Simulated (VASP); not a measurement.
# B3N2: single point with PBE

Crystal: B3N2.

```xyz
10
Lattice="7.7701 0.0000 0.0000 0.0000 7.7701 0.0000 0.0000 0.0000 2.6246" Properties=species:S:1:pos:R:3 pbc="T T T"
B     0.0000    0.0000    0.0000
B     3.8850    3.8850    0.0000
B     1.9385    5.8236    1.3123
B     1.9465    1.9385    1.3123
B     5.8316    1.9465    1.3123
B     5.8236    5.8316    1.3123
N     1.9383    5.8233    0.0000
N     1.9467    1.9383    0.0000
N     5.8318    1.9467    0.0000
N     5.8233    5.8318    0.0000
```

| Property | Result |
| --- | --- |
| Program | VASP 6.6.1 |
| Task | single point |
| Functional | PBE |
| Potentials or basis | VASP PAW PBE potentials, release 64 (B, N) |
| Cutoff | 520 eV |
| k mesh | 6 × 6 × 14 |
| Occupations | gaussian, width 0.1 eV |
| Spin | no spin polarisation |
| Dipole correction | no |
| Further INCAR settings | ALGO = Normal; EDIFF = 1e-06; NBANDS = 30 |

- Pressure: -0.3 GPa
- Band gap on the k mesh: zero (bands 19 and 20 overlap by 3.01 eV)

Stress tensor (GPa, compression positive):
```
-0.05  0.00  0.00
 0.00 -0.05  0.00
 0.00  0.00 -0.67
```

Levels at points of the mesh, in eV from the Fermi level:
```tsv
k point	band 15	band 16	band 17	band 18	band 19	band 20	band 21	band 22	band 23	band 24
(0.00, 0.00, 0.00)	-6.21	-6.20	-6.02	-3.92	-0.53	-0.53	1.39	1.39	2.27	4.72
(0.50, 0.00, 0.00)	-6.14	-6.14	-5.01	-5.01	0.43	0.43	0.45	0.45	3.33	3.33
(0.50, 0.50, 0.00)	-6.43	-6.43	-4.69	-4.69	-0.32	-0.32	1.24	1.24	3.67	3.67
(0.00, 0.00, 0.50)	-3.06	-3.06	-2.92	-2.82	-1.79	-0.96	0.15	0.17	0.17	1.31
(0.50, 0.00, 0.50)	-3.00	-3.00	-2.40	-2.40	-1.88	-1.88	0.42	0.42	0.72	0.72
(0.50, 0.50, 0.50)	-3.17	-3.17	-2.36	-2.36	-1.63	-1.63	0.52	0.52	0.71	0.71
```

It took 2.8 min on 1 thread of AMD EPYC 9R45 96-Core Processor (Zen 5), on a shared host, peak memory 0.4 GiB.
